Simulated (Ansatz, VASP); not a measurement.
Two plane-wave programs on Mg3TiN3

The input INCAR:

```
SYSTEM = Mg3TiN3
PREC = Accurate
ENCUT = 600
EDIFF = 1E-6
ISMEAR = 0
SIGMA = 0.15
LREAL = .FALSE.
LASPH = .TRUE.
NELM = 150
ALGO = Normal
ISIF = 3
LWAVE = .FALSE.
LCHARG = .FALSE.
ISPIN = 2
MAGMOM = 0 0 0 1 0 0 0
LORBIT = 11
LMAXMIX = 4
GGA = PE
IBRION = 2
NSW = 36
EDIFFG = -0.08
```

The input KPOINTS:

```
Automatic mesh
0
G
  3 3 3
  0 0 0
```

File POSCAR:

```
Mg3TiN3
1.0
    4.7871151800      0.0000000000      0.0000000000
    0.0000000000      4.7871151800      0.0000000000
    0.0000000000      0.0000000000      4.7871151800
Mg Ti N
3 1 3
Direct
    0.0000000000      0.5000000000      0.5000000000
    0.5000000000      0.0000000000      0.5000000000
    0.5000000000      0.5000000000      0.0000000000
    0.0000000000      0.0000000000      0.0000000000
    0.5000000000      0.0000000000      0.0000000000
    0.0000000000      0.5000000000      0.0000000000
    0.0000000000      0.0000000000      0.5000000000
```

Input for Ansatz:

```yaml
crystal:
  lattice:
    - [4.78711518, 0.0, 0.0]
    - [0.0, 4.78711518, 0.0]
    - [0.0, 0.0, 4.78711518]
  atoms:
    - { symbol: Mg, position: [0.0, 0.5, 0.5] }
    - { symbol: Mg, position: [0.5, 0.0, 0.5] }
    - { symbol: Mg, position: [0.5, 0.5, 0.0] }
    - { symbol: Ti, position: [0.0, 0.0, 0.0], spin: 1.0 }
    - { symbol: "N", position: [0.5, 0.0, 0.0] }
    - { symbol: "N", position: [0.0, 0.5, 0.0] }
    - { symbol: "N", position: [0.0, 0.0, 0.5] }
basis:
  ecutwfc: 420
kpoints:
  mp_grid: { grid: [3, 3, 3] }
hamiltonian:
  xc: pbe
scf:
  occupations: { method: gaussian, width: 0.15 }
  lower_state_search: "off"
output:
  forces: true
  stress: true
  eigenvalues: true
  populations: true
magnetization:
  spin_polarized: true
relax:
  adjacent_minimum: "off"
  f_tol: 0.08
  max_steps: 16
  cell: { stress_tol: 0.8 }
```

Alike in both runs: task relaxation of cell and atoms; functional PBE; k mesh 3 × 3 × 3; occupations gaussian, width 0.15 eV; collinear spin.

```csv
,VASP,Ansatz
version,VASP 6.6.1,Ansatz 0.2.0
potentials or method,"VASP PAW PBE potentials, release 64 (Mg, Ti_sv, N), cutoff 600 eV","scalar-relativistic, plane waves, PAW"
valence electrons in the cell,33,57
```

```csv
,VASP,Ansatz,Ansatz less VASP
"gap on the k mesh at the Fermi level, each at its own relaxed structure (eV)",none,none,-
net moment per atom (μB),0.04,0.04,0.000
size of the moment on the site where the two differ most (μB),0.17,0.14,-0.031
relaxed volume (Å³/atom),11.37,11.41,+0.037
relaxed cell length with the largest relative difference (Å),4.302,4.307,+0.0047
```

Site moments also hang on the region over which each program counts them. A gap of «none» marks a metal or a gap that the smearing closes. VASP's potentials hold 33 valence electrons a cell and Ansatz's 57, so a difference there can come from the potentials and not from the codes.

The k mesh is coarse, so the values compare programs but aren't converged. Noted on VASP's run: the volume moved by over 15 % at a fixed basis, so the end points are rough.
